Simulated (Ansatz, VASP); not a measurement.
## Cu: VASP beside Ansatz

```
Cu
1.0
    -1.44148    1.44148    1.36001
     1.44148   -1.44148    1.36001
     1.44870    1.44870   -1.36001
Cu
1
Direct
  0.00000 0.00000 0.00000
```

Change from the starting cell: strain +0.0050 x Voigt [0, 0, 0, 0, 0, 1], atoms carried along.

Alike in both runs: task single point; functional PBEsol; k mesh 30 × 30 × 30; occupations gaussian, width 0.15 eV; no spin polarisation.

|  | VASP | Ansatz |
| --- | --- | --- |
| version | VASP 6.6.1 | Ansatz 0.2.0 |
| potentials or method | VASP PAW PBE potentials, release 64 (Cu), cutoff 520 eV | scalar-relativistic, plane waves, PAW |
| valence electrons in the cell | 11 | 19 |

|  | VASP | Ansatz | Ansatz less VASP |
| --- | --- | --- | --- |
| gap on the k mesh at the Fermi level (eV) | none | none | - |
| pressure (GPa) | 1.1 | 0.0 | -1.11 |
| traceless stress, the component that is largest in VASP (GPa) | -0.60 | -0.61 | -0.006 |

VASP's potentials were made for PBE, not for PBEsol. A gap of «none» marks a metal or a gap that the smearing closes. With one functional, cell and mesh, what is left measures potentials, basis and numerics. VASP's potentials hold 11 valence electrons a cell and Ansatz's 19, so a difference there can come from the potentials and not from the codes.
